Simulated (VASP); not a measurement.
# Li (P6_3/mmc) in VASP: further runs

Runs on Li. Level: PBE+D3(BJ). Tasks: relaxation of shape and atoms at fixed volume, single point.

Program: VASP 6.6.1. These are calculated values, not measurements. Logs are shortened: lines on timing, memory, paths and dates and some standing lists are left out, and cuts for length are marked.

## Step 1: The cell of the first run

Symmetry: P6_3/mmc, No. 194, hexagonal system. The conventional cell has a = 3.008 Å, b = 3.008 Å, c = 9.878 Å, α = 90.00°, β = 90.00°, γ = 120.00°. Li (site symmetry -3m) has 12 Li at 3.01 to 3.02 Å within 4.0 Å. Within 4.0 Å of Li (site symmetry -6m2) lie 12 Li at 3.01 to 3.02 Å.

This isn't the form of Li at room conditions, which is bcc.

## Step 2: Relaxation of shape and atoms at fixed volume, PBE+D3(BJ) (19.35 Å³/atom)

INCAR reads:

```
PREC     = Accurate       # precision mode
ENCUT    = 600            # plane-wave cutoff, eV
EDIFF    = 1E-7           # SCF threshold, eV
ISMEAR   = 0              # smearing method
SIGMA    = 0.1            # smearing width, eV
LREAL    = F              # projectors in reciprocal space
LASPH    = T              # aspherical terms in the spheres
NELM     = 60             # most SCF steps
ALGO     = Fast           # electronic algorithm
ISIF     = 4              # what is computed and relaxed
LWAVE    = F              # write WAVECAR
LCHARG   = F              # write CHGCAR
GGA      = PE             # functional
IVDW     = 12             # dispersion correction
IBRION   = 2              # ionic algorithm
NSW      = 50             # ionic steps
EDIFFG   = -0.01          # ionic threshold
```

KPOINTS reads:

```
Automatic mesh
0
Gamma
  18 18 6
```

POSCAR reads:

```
Li
1.0
    3.0078979360      0.0000000000      0.0000000000
   -1.5039489680      2.6049160246      0.0000000000
    0.0000000000      0.0000000000      9.8778151220
Li
4
Direct
    0.0000000000      0.0000000000      0.0000000000
    0.3333333333      0.6666666667      0.2500000000
    0.0000000000      0.0000000000      0.5000000000
    0.6666666667      0.3333333333      0.7500000000
```

Potentials or basis: VASP PAW PBE potentials, release 64 (Li_sv).

Run with:

```
$ cat potpaw_PBE.64/Li_sv/POTCAR > POTCAR
$ mpirun -np 1 vasp_std > vasp.out
```

OUTCAR:

```text
PREC = Accurate
   ENCUT = 600
   EDIFF = 1E-7
   ISMEAR = 0
   LREAL = F
   LASPH = T
   NELM = 60
   ISIF = 4
   GGA = PE
   IVDW = 12
   IBRION = 2
   NSW = 50
   EDIFFG = -0.01
 IVDW          = 12

 ion  position               nearest neighbor table
   1  0.000  0.000  0.000-
   2  0.333  0.667  0.250-
   3  0.000  0.000  0.500-
   4  0.667  0.333  0.750-

  LATTYP: Found a hexagonal cell.
 ALAT       =     3.0078979360
 C/A-ratio  =     3.2839595399

  Lattice vectors:

 A1 = (   3.0078979360,   0.0000000000,   0.0000000000)
 A2 = (  -1.5039489680,   2.6049160246,   0.0000000000)
 A3 = (   0.0000000000,   0.0000000000,   9.8778151220)

Analysis of symmetry for initial positions (statically):
=====================================================================
 Subroutine PRICEL returns:
 Original cell was already a primitive cell.

 Routine SETGRP: Setting up the symmetry group for a
 hexagonal supercell.

 Subroutine GETGRP returns: Found 24 space group operations
 (whereof 12 operations were pure point group operations)
 out of a pool of 24 trial point group operations.

The static configuration has the point symmetry D_3d.
 The point group associated with its full space group is D_6h.

Analysis of symmetry for dynamics (positions and initial velocities):
=====================================================================
 Subroutine PRICEL returns:
 Original cell was already a primitive cell.

 Routine SETGRP: Setting up the symmetry group for a
 hexagonal supercell.

 Subroutine GETGRP returns: Found 24 space group operations
 (whereof 12 operations were pure point group operations)
 out of a pool of 24 trial point group operations.

The dynamic configuration has the point symmetry D_3d.
 The point group associated with its full space group is D_6h.

 Subroutine INISYM returns: Found 24 space group operations
 (whereof 12 operations are pure point group operations),
 and found     1 'primitive' translations

----------------------------------------------------------------------------------------

                                     Primitive cell

  volume of cell :      77.3959

  direct lattice vectors                    reciprocal lattice vectors
     3.007897936  0.000000000  0.000000000     0.332458089  0.191944767  0.000000000
    -1.503948968  2.604916025  0.000000000     0.000000000  0.383889534  0.000000000
     0.000000000  0.000000000  9.877815122     0.000000000  0.000000000  0.101236963

  length of vectors
     3.007897936  3.007897936  9.877815122     0.383889534  0.383889534  0.101236963

  position of ions in fractional coordinates (direct lattice)
     0.000000000  0.000000000  0.000000000
     0.333333333  0.666666667  0.250000000
     0.000000000  0.000000000  0.500000000
     0.666666667  0.333333333  0.750000000

  ion indices of the primitive-cell ions
   primitive index   ion index
                 1           1
                 2           2
                 3           3
                 4           4

----------------------------------------------------------------------------------------

 KPOINTS: Automatic mesh

Automatic generation of k-mesh.
 Grid dimensions read from file:
 generate k-points for:   18   18    6

 Generating k-lattice:

  Cartesian coordinates                     Fractional coordinates (reciprocal lattice)
     0.018469894  0.010663598  0.000000000     0.055555556  0.000000000  0.000000000
     0.000000000  0.021327196  0.000000000     0.000000000  0.055555556  0.000000000
     0.000000000  0.000000000  0.016872827     0.000000000  0.000000000  0.166666667

  Length of vectors
     0.021327196  0.021327196  0.016872827

  Shift w.r.t. Gamma in fractional coordinates (k-lattice)
     0.000000000  0.000000000  0.000000000

 Subroutine IBZKPT returns following result:
 ===========================================

 Found    148 irreducible k-points:

 Following reciprocal coordinates:
            Coordinates               Weight
  0.000000  0.000000  0.000000      1.000000
  0.055556  0.000000  0.000000      6.000000
  0.111111  0.000000  0.000000      6.000000
  0.166667  0.000000  0.000000      6.000000
  0.222222  0.000000  0.000000      6.000000
  0.277778  0.000000  0.000000      6.000000
[... 16 lines left out ...]
  0.333333  0.111111  0.000000     12.000000
  0.388889  0.111111  0.000000     12.000000
 [... further k-points ...]
   k-points           NKPTS =    148   k-points in BZ     NKDIM =    148   number of bands    NBANDS=     10
   number of dos      NEDOS =    301   number of ions     NIONS =      4
   total plane-waves  NPLWV =  46080
   dimension x,y,z NGX =    24 NGY =   24 NGZ =   80
   dimension x,y,z NGXF=    48 NGYF=   48 NGZF=  160
   ions per type =               4
   NGX,Y,Z   is equivalent  to a cutoff of  13.26, 13.26, 13.46 a.u.
   NGXF,Y,Z  is equivalent  to a cutoff of  26.53, 26.53, 26.93 a.u.
 SYSTEM =  unknown system
   PREC   = accura    normal or accurate (medium, high low for compatibility)
   ISTART =      0    job   : 0-new  1-cont  2-samecut
   ICHARG =      2    charge: 1-file 2-atom 10-const
   ISPIN  =      1    spin polarized calculation?
   LNONCOLLINEAR =      F non collinear calculations
   LSORBIT =      F    spin-orbit coupling
   LASPH  =      T    aspherical Exc in radial PAW
   ENCUT  =  600.0 eV  44.10 Ry    6.64 a.u.   6.01  6.01 19.73*2*pi/ulx,y,z
   NELM   =     60;   NELMIN=  2; NELMDL= -5     # of ELM steps
   EDIFF  = 0.1E-06   stopping-criterion for ELM
   LREAL  =      F    real-space projection
   EDIFFG = -.1E-01   stopping-criterion for IOM
   NSW    =     50    number of steps for IOM
   IBRION =      2    ionic relax: 0-MD 1-quasi-New 2-CG
   NFREE  =      1    steps in history (QN), initial steepest desc. (CG)
   ISIF   =      4    stress and relaxation
   ISYM   =      2    0-nonsym 1-usesym 2-fastsym
   POTIM  = 0.5000    time-step for ionic-motion
   TEBEG  =    0.0;   TEEND  =   0.0 temperature during run
   PSTRESS=    0.0 pullay stress
   NELECT =      12.0000    total number of electrons
   NUPDOWN=      -1.0000    fix difference up-down
   EMIN   =  10.00;   EMAX   =-10.00  energy-range for DOS
   EFERMI =   0.00;   METHOD = LEGACY
   ISMEAR =     0;   SIGMA  =   0.10  broadening in eV -4-tet -1-fermi 0-gaus
   EFERMI_NEDOS =   21; number of points for ismear=-14 and -15
   IALGO  =     68    algorithm
   IMIX   =      4    mixing-type and parameters
     AMIX     =   0.40;   BMIX     =  1.00
     AMIX_MAG =   1.60;   BMIX_MAG =  1.00
  volume/ion in A,a.u.               =      19.35       130.57
  Fermi-wavevector in a.u.,A,eV,Ry     =   0.879487  1.661989 10.524067  0.773497
  Thomas-Fermi vector in A             =   1.999717
   LORBIT       =      0    0 simple, 1 ext, 2 COOP (PROOUT), +10 PAW based schemes
   GGA     = PE    functional components
   LHFCALC =     F    Hartree Fock is set to
   AEXX    =    0.0000 exact exchange contribution
   IVDW    =    12    specifies the selected vdW correction
   LEPSILON=     F    determine dielectric tensor
   LRPA    =     F    only Hartree local field effects (RPA)
 conjugate gradient relaxation of ions
 non-spin polarized calculation
 RMM-DIIS sequential band-by-band and
 Gauss-broadening in eV      SIGMA  =   0.10
  energy-cutoff  :      600.00
  volume of cell :       77.40
 maximum number of plane-waves:      2625
   NGX = 13   NGY = 13   NGZ = 39

 number of electron      12.0000020 magnetization

 Free energy of the ion-electron system (eV)
  ---------------------------------------------------
  ext. energy  EPLUGINS =         0.00000000
  ---------------------------------------------------
  free energy    TOTEN  =        -7.62294090 eV

  energy without entropy =       -7.61358577  energy(sigma->0) =       -7.61826333

 E-fermi :   0.7455     XC(G=0):  -7.1588

 val. band max:        0.7454003618   @ k =   0.3333   0.1667   0.3333
 cond. band min:       0.7487792954   @ k =   0.2222   0.0556   0.5000
 fundamental gap:      0.0033789336
 Fermi energy:         0.7454622513

 k-point     1 :       0.0000    0.0000    0.0000
  band No.  band energies     occupation
      1     -45.6901      2.00000
      2     -45.6798      2.00000
      3     -45.6788      2.00000
      4     -45.6687      2.00000
      5      -2.8642      2.00000
      6      -1.7408      2.00000
      7      -1.7401      2.00000
      8       0.6897      1.56940
      9       3.7927      0.00000
     10       8.9098      0.00000

 k-point     2 :       0.0556    0.0000    0.0000
  band No.  band energies     occupation
      1     -45.6895      2.00000
      2     -45.6795      2.00000
      3     -45.6784      2.00000
      4     -45.6685      2.00000
      5      -2.8141      2.00000
      6      -1.6891      2.00000
      7      -1.6884      2.00000
      8       0.7568      0.87213
      9       3.8101      0.00000
     10       8.9383      0.00000

 k-point     3 :       0.1111    0.0000    0.0000
  band No.  band energies     occupation
      1     -45.6878      2.00000
      2     -45.6782      2.00000
      3     -45.6772      2.00000
      4     -45.6677      2.00000
      5      -2.6639      2.00000
      6      -1.5340      2.00000
      7      -1.5333      2.00000
      8       0.9581      0.00264
      9       3.8627      0.00000
     10       9.0054      0.00000
[... 248 lines left out ...]
 k-point    23 :       0.3333    0.1111    0.0000
  band No.  band energies     occupation
      1     -45.6705      2.00000
      2     -45.6666      2.00000
      3     -45.6656      2.00000
      4     -45.6617      2.00000
      5      -0.2687      2.00000
      6       0.8080      0.37610
      7       0.8221      0.27861
      8       3.3364      0.00000
      9       4.1032      0.00000
     10       5.5049      0.00000

 k-point    24 :       0.3889    0.1111    0.0000
  band No.  band energies     occupation
      1     -45.6683      2.00000
      2     -45.6654      2.00000
      3     -45.6644      2.00000
      4     -45.6615      2.00000
      5       0.4226      2.00000
      6       1.3279      0.00000
      7       1.3845      0.00000
      8       2.6021      0.00000
      9       4.6399      0.00000
     10       4.6994      0.00000

 [... further k-points ...]

------------------------ aborting loop because EDIFF is reached ----------------------------------------

 Edisp (eV)   -0.70831

 E8    (eV) :    -0.2947

  FORCE on cell =-STRESS in cart. coord.  units (eV):
  Direction    XX          YY          ZZ          XY          YZ          ZX
  --------------------------------------------------------------------------------------
  -------------------------------------------------------------------------------------
  Total      -0.44597    -0.44597    -0.45821     0.00000     0.00000     0.00000
  in kB      -9.23199    -9.23199    -9.48554     0.00000     0.00000     0.00000
  external pressure =       -9.32 kB  Pullay stress =        0.00 kB

 VOLUME and BASIS-vectors are now :
 -----------------------------------------------------------------------------
  energy-cutoff  :      600.00
  volume of cell :       77.40
      direct lattice vectors                 reciprocal lattice vectors
     3.007897936  0.000000000  0.000000000     0.332458089  0.191944767  0.000000000
    -1.503948968  2.604916025  0.000000000     0.000000000  0.383889534  0.000000000
     0.000000000  0.000000000  9.877815122     0.000000000  0.000000000  0.101236963

 POSITION                                       TOTAL-FORCE (eV/Angst)
 -----------------------------------------------------------------------------------
      0.00000      0.00000      0.00000        -0.000000      0.000000      0.000000
     -0.00000      1.73661      2.46945        -0.000000     -0.000000     -0.000000
      0.00000      0.00000      4.93891        -0.000000      0.000000      0.000000
      1.50395      0.86831      7.40836         0.000000      0.000000      0.000000
 -----------------------------------------------------------------------------------
    total drift:                               -0.000000      0.000000     -0.000000

  FREE ENERGIE OF THE ION-ELECTRON SYSTEM (eV)
  ---------------------------------------------------
  free  energy   TOTEN  =        -8.3312492421 eV

  energy  without entropy=       -8.3218941178  energy(sigma->0) =       -8.32657168

 reached required accuracy - stopping structural energy minimisation
```

Wall time 4.2 min (1 thread of Intel Xeon 8259CL, shared host); peak memory 0.27 GiB.

What came out:

```yaml
Free_energy: -8.3312 eV
Pressure_after_relaxing: -0.9 GPa
Band_gap_on_the_k_mesh: zero (bands 6 and 7 overlap by 4.12 eV)
Dispersion_energy_per_atom: -0.177 eV
```

Final structure:
```
CELL_PARAMETERS angstrom
3.00790 0.00000 0.00000
-1.50395 2.60492 0.00000
0.00000 0.00000 9.87782
ATOMIC_POSITIONS crystal
Li 0.00000 0.00000 0.00000
Li 0.33333 0.66667 0.25000
Li 0.00000 0.00000 0.50000
Li 0.66667 0.33333 0.75000
```

Levels at points of the mesh, in eV from the Fermi level:
```csv
k point,band 4,band 5,band 6,band 7,band 8,band 9
"(0.00, 0.00, 0.00)",-46.41,-3.61,-2.49,-2.49,-0.06,3.05
"(0.50, 0.00, 0.00)",-46.41,-0.05,0.53,0.71,1.32,3.53
"(0.00, 0.00, 0.50)",-46.42,-3.33,-3.33,-1.15,-1.15,4.82
"(0.50, 0.00, 0.50)",-46.41,0.14,0.14,1.11,1.11,3.85
```

Caveat: the cutoff is under 1.25 times the usual one of these potentials, so pressure, stress and relaxed cells hold a basis-set (Pulay) error; the relaxation stopped at its first step, so nothing moved.

## Step 3: Relaxation of shape and atoms at fixed volume, PBE+D3(BJ) (20.08 Å³/atom)

This run uses another cell than the first one, of 20.08 Å³/atom.

INCAR reads:

```
  PREC = Accurate
  ENCUT = 600
  EDIFF = 1E-6
  ISMEAR = 0
  SIGMA = 0.1
  LREAL = False
  LASPH = True
  NELM = 60
  ALGO = Fast
  ISIF = 4
  LWAVE = False
  LCHARG = False
  GGA = PE
  IVDW = 12
  IBRION = 2
  NSW = 50
  EDIFFG = -0.01
```

KPOINTS is that of step 2.

POSCAR reads:

```
Li
1.0
    3.0452669488      0.0000000000      0.0000000000
   -1.5226334744      2.6372785389      0.0000000000
    0.0000000000      0.0000000000     10.0005334479
Li
4
Direct
    0.0000000000      0.0000000000      0.0000000000
    0.3333333333      0.6666666667      0.2500000000
    0.0000000000      0.0000000000      0.5000000000
    0.6666666667      0.3333333333      0.7500000000
```

Potentials or basis: VASP PAW PBE potentials, release 64 (Li_sv).

Run with:

```
$ cat potpaw_PBE.64/Li_sv/POTCAR > POTCAR
$ mpirun -np 1 vasp_std > vasp.out
```

Run time: 2.8 min. Hardware: 1 thread of Intel Xeon 8259CL, shared host; peak memory 0.27 GiB.

Results (log left out):

- Free energy: -8.3130 eV
- Pressure after relaxing: -1.3 GPa
- Band gap on the k mesh: zero (bands 6 and 7 overlap by 4.06 eV)
- Dispersion energy per atom: -0.171 eV

Final structure:
```
Li
1.0
     3.04527    0.00000    0.00000
    -1.52263    2.63728    0.00000
     0.00000    0.00000   10.00053
Li
4
Direct
  0.00000 0.00000 0.00000
  0.33333 0.66667 0.25000
  0.00000 0.00000 0.50000
  0.66667 0.33333 0.75000
```

Levels at points of the mesh, in eV from the Fermi level:
| k point | band 2 | band 3 | band 4 | band 5 | band 6 | band 7 | band 8 | band 9 | band 10 |
| --- | --- | --- | --- | --- | --- | --- | --- | --- | --- |
| (0.00, 0.00, 0.00) | -46.49 | -46.49 | -46.48 | -3.56 | -2.45 | -2.45 | -0.04 | 2.92 | 7.96 |
| (0.50, 0.00, 0.00) | -46.48 | -46.48 | -46.48 | -0.04 | 0.52 | 0.71 | 1.29 | 3.40 | 3.46 |
| (0.00, 0.00, 0.50) | -46.50 | -46.49 | -46.49 | -3.28 | -3.28 | -1.13 | -1.13 | 4.68 | 4.68 |
| (0.50, 0.00, 0.50) | -46.48 | -46.48 | -46.48 | 0.15 | 0.15 | 1.08 | 1.08 | 3.72 | 3.77 |

Caveat: the cutoff is under 1.25 times the usual one of these potentials, so pressure, stress and relaxed cells hold a basis-set (Pulay) error; the relaxation stopped at its first step, so nothing moved.

[end of part 1 of 2]
